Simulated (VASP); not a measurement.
Input of a VASP 6.6.1 run:

The input INCAR:

```
SYSTEM = Ru
ALGO = Normal
EDIFF = 1E-6
ENCUT = 520
GGA = PS
ISIF = 2
ISMEAR = -1
LASPH = .True.
LCHARG = .True.
LELF = .True.
LREAL = .False.
LVHAR = .True.
LWAVE = .False.
NBANDS = 21
NELM = 60
PREC = Accurate
SIGMA = 0.03
```

The input KPOINTS:

```
k-points
0
Gamma
  14 14 8
  0 0 0
```

The input POSCAR:

```
Ru
1.0
    2.7147887668      0.0000000000      0.0000000000
   -1.3573943834      2.3510760380      0.0000000000
    0.0000000000      0.0000000000      4.2961256859
Ru
2
Direct
    0.3333333333      0.6666666667      0.2500000000
    0.6666666667      0.3333333333      0.7500000000
```

Potentials or basis: VASP PAW PBE potentials, release 64 (Ru_pv).

Run with:

```sh
$ cat potpaw_PBE.64/Ru_pv/POTCAR > POTCAR
$ mpirun -np 1 vasp_std > vasp.out
```

Question: What does it give for the band gap on the k mesh?

Answer: Zero (bands 14 and 15 overlap by 3.10 eV).

Question: Estimate the pressure.

Answer: -9.4 GPa.

Stress tensor (GPa, compression positive):
```
 -8.65   0.00   0.00
  0.00  -8.65   0.00
  0.00   0.00 -10.84
```

Caveat: the cell stands under tension; the PAW data sets were made with another functional, which shifts forces and pressure a little.
